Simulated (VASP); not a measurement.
Set up this calculation in VASP 6.6.1, as the native input.

| Property | Result |
| --- | --- |
| Task | single point |
| Functional | PBE |
| Potentials or basis | VASP PAW PBE potentials, release 64 (Rb_sv, Fe) |
| Cutoff | 520 eV |
| k mesh | 6 × 6 × 4 |
| Occupations | gaussian, width 0.1 eV |
| Spin | collinear spin, ferromagnetic start |
| Starting moments | [0.0, 0.0, 4.0, 4.0, 4.0, 4.0, 4.0, 4.0] μB |
| Dipole correction | no |
| Further INCAR settings | ALGO = Fast; EDIFF = 1e-06; NBANDS = 47 |

The structure of RbFe3 lies in POSCAR:

```
RbFe3
1.0
    5.9915382702      0.0000000000      0.0000000000
   -2.9957691351      5.1888243497      0.0000000000
    0.0000000000      0.0000000000      4.8091339102
Rb Fe
2 6
Direct
    0.3333333333      0.6666666667      0.2500000000
    0.6666666667      0.3333333333      0.7500000000
    0.8330000000      0.6660000000      0.2500000000
    0.1670000000      0.8330000000      0.7500000000
    0.3340000000      0.1670000000      0.2500000000
    0.1670000000      0.3340000000      0.7500000000
    0.8330000000      0.1670000000      0.2500000000
    0.6660000000      0.8330000000      0.7500000000
```

These files were run (other wordings do the same):

INCAR

```
SYSTEM = RbFe3
ALGO     = Fast           ! electronic algorithm
EDIFF    = 1E-6           ! SCF threshold, eV
ENCUT    = 520            ! plane-wave cutoff, eV
GGA      = PE             ! functional
ISIF     = 2              ! what is computed and relaxed
ISMEAR   = 0              ! smearing method
ISPIN    = 2              ! spin polarisation
LASPH    = .True.         ! aspherical terms in the spheres
LCHARG   = .False.        ! write CHGCAR
LMAXMIX  = 4              ! l up to which the mixer works
LORBIT   = 11             ! projections on sites
LREAL    = .False.        ! projectors in reciprocal space
LWAVE    = .False.        ! write WAVECAR
MAGMOM   = 0 0 4 4 4 4 4 4 ! initial moments
NBANDS   = 47             ! bands
NELM     = 150            ! most SCF steps
PREC     = Accurate       ! precision mode
SIGMA    = 0.1            ! smearing width, eV
```

KPOINTS

```
k-points
0
Gamma
  6 6 4
  0 0 0
```

Potentials or basis: VASP PAW PBE potentials, release 64 (Rb_sv, Fe).

Command:

```console
$ cat potpaw_PBE.64/Rb_sv/POTCAR potpaw_PBE.64/Fe/POTCAR > POTCAR
$ mpirun -np 1 vasp_std > vasp.out
```

Results of the run:

```
Pressure                                              : -1.1 GPa
Largest force                                         : 1.514 eV/Å
Net moment                                            : 17.08 μB per cell
Site moments                                          : Rb +0.01; Fe +2.86 μB
Valence electrons inside the program's atomic spheres : Rb 7.42; Fe 6.75
```

Caveat: forces of over 1 eV/Å act on the atoms, so gaps and moduli don't describe the material at rest.

Wall time 11 min on 1 thread of Intel(R) Xeon(R) Platinum 8375C CPU @ 2.90GHz (Ice Lake), on a shared host, peak memory 0.46 GiB.
